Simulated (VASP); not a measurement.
A run of VASP 6.6.1 is set up as follows.

File INCAR:

```
  ALGO = Normal
  EDIFF = 1E-6
  ENCUT = 520
  GGA = CA
  ISIF = 2
  ISMEAR = -1
  LASPH = T
  LCHARG = F
  LREAL = F
  LWAVE = F
  NBANDS = 16
  NELM = 100
  PREC = Accurate
  SIGMA = 0.02
```

Contents of KPOINTS:

```
k-points
0
Gamma
  10 10 10
```

File POSCAR:

```
GaN
1.0
    0.0000000000      2.0904772416      2.0904772416
    2.0904772416      0.0000000000      2.0904772416
    2.0904772416      2.0904772416      0.0000000000
Ga N
1 1
Direct
    0.5000000000      0.5000000000      0.5000000000
    0.0000000000      0.0000000000      0.0000000000
```

Potentials or basis: VASP PAW LDA potentials, release 64 (Ga_d, N).

Run with:

```console
$ cat potpaw_LDA.64/Ga_d/POTCAR potpaw_LDA.64/N/POTCAR > POTCAR
$ mpirun -np 1 vasp_std > vasp.out
```

Q: Predict the band gap on the k mesh.

A: 0.65 eV, indirect (least direct gap 3.25 eV).

Q: Predict the pressure.

A: 1.4 GPa.

A k mesh can miss the band edges. A hybrid or GW would open this gap; LDA tends to underestimate it.
